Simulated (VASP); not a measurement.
Set up this calculation in VASP 6.6.1, as the native input.

- Task: single point
- Functional: PBE
- Potentials or basis: VASP PAW PBE potentials, release 64 (Mo_sv, S)
- Cutoff: 500 eV
- k mesh: 2 × 2 × 2
- Occupations: gaussian, width 0.01 eV
- Spin: no spin polarisation
- Dipole correction: no
- Further INCAR settings: ALGO = Normal; EDIFF = 1e-06; NBANDS = 20

The structure of MoS2 lies in POSCAR:

```
MoS2
1.0
    1.5312841100      0.8840879300      5.9345351000
   -1.5312841100      0.8840879300      5.9345351000
    0.0000000000     -1.7681748300      5.9345351000
Mo S
1 2
Direct
    0.0044212452      0.0044212452      0.0044212452
    0.2477000000      0.2477000000      0.2477000000
    0.4190000000      0.4190000000      0.4190000000
```

These files were run (other wordings do the same):

INCAR

```
SYSTEM = MoS2
  PREC = Accurate
  ENCUT = 500
  EDIFF = 1E-6
  ISMEAR = 0
  SIGMA = 0.01
  LREAL = .FALSE.
  LASPH = .TRUE.
  NELM = 120
  ALGO = Normal
  ISIF = 2
  LWAVE = .FALSE.
  LCHARG = .FALSE.
  GGA = PE
  NBANDS = 20
  GGA_COMPAT = .FALSE.
```

KPOINTS

```
Automatic mesh
0
G
  2 2 2
  0 0 0
```

Potentials or basis: VASP PAW PBE potentials, release 64 (Mo_sv, S).

Launch:

```bash
$ cat potpaw_PBE.64/Mo_sv/POTCAR potpaw_PBE.64/S/POTCAR > POTCAR
$ mpirun -np 1 vasp_std > vasp.out
```

Results of the run:

* Pressure: 24.4 GPa
* Largest force: 3.788 eV/Å
* Band gap on the k mesh: 1.44 eV, indirect (least direct gap 1.92 eV)

Caveat: the k points lie up to 1.20 Å⁻¹ apart; forces of over 1 eV/Å act on the atoms, so gaps and moduli don't describe the material at rest.

It took 15 s on 1 thread of Intel(R) Xeon(R) 6975P-C (Granite Rapids), with other jobs on the host, peak memory 0.3 GiB.
